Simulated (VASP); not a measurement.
Here is a VASP 6.6.1 calculation.

The input INCAR:

```
ALGO = Normal
EDIFF = 1E-7
ENCUT = 520
ISIF = 2
ISMEAR = -1
LASPH = True
LCHARG = False
LREAL = False
LWAVE = False
NBANDS = 15
NELM = 100
PREC = Accurate
SIGMA = 0.05
```

The input KPOINTS:

```
k-points
0
Gamma
  11 11 6
```

POSCAR

```
Os
1.0
    2.6782863798      0.0000000000      0.0000000000
   -1.3391431899      2.3194640436      0.0000000000
    0.0000000000      0.0000000000      4.2315181138
Os
2
Direct
    0.6666666667      0.3333333333      0.7500000000
    0.3333333333      0.6666666667      0.2500000000
```

Potentials or basis: VASP PAW LDA potentials, release 64 (Os).

Command:

```sh
$ cat potpaw_LDA.64/Os/POTCAR > POTCAR
$ mpirun -np 1 vasp_std > vasp.out
```

(1) Estimate the band gap on the k mesh.

(2) Predict the pressure.

Answers

(1) zero (band 8 reaches 12.69 eV, above the bottom of band 9 at 8.40 eV).

(2) 22.2 GPa.

Caveat: spin-orbit coupling is left out, which moves the levels of the heavy elements.
